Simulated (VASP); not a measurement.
Here is a VASP 6.6.1 calculation.

File INCAR:

```
PREC     = Accurate       # precision mode
ENCUT    = 520            # plane-wave cutoff, eV
EDIFF    = 1E-6           # SCF threshold, eV
ISMEAR   = 0              # smearing method
SIGMA    = 0.01           # smearing width, eV
LREAL    = F              # projectors in reciprocal space
LASPH    = T              # aspherical terms in the spheres
NELM     = 80             # most SCF steps
ALGO     = Normal         # electronic algorithm
ISIF     = 2              # what is computed and relaxed
LWAVE    = F              # write WAVECAR
LCHARG   = F              # write CHGCAR
GGA      = PE             # functional
NBANDS   = 14             # bands
```

Contents of KPOINTS:

```
Automatic mesh
0
Gamma
  8 8 8
```

Contents of POSCAR:

```
NaCl
1.0
    0.0000000000      2.8027319359      2.8027319359
    2.8027319359      0.0000000000      2.8027319359
    2.8027319359      2.8027319359      0.0000000000
Na Cl
1 1
Direct
    0.0000000000      0.0000000000      0.0000000000
    0.5000000000      0.5000000000      0.5000000000
```

Potentials or basis: VASP PAW PBE potentials, release 64 (Na_pv, Cl).

Command:

```bash
$ cat potpaw_PBE.64/Na_pv/POTCAR potpaw_PBE.64/Cl/POTCAR > POTCAR
$ mpirun -np 1 vasp_std > vasp.out
```

(1) Predict the pressure.

(2) Predict the band gap on the k mesh.

Answers

(1) 1.2 GPa.

(2) 5.18 eV, direct.
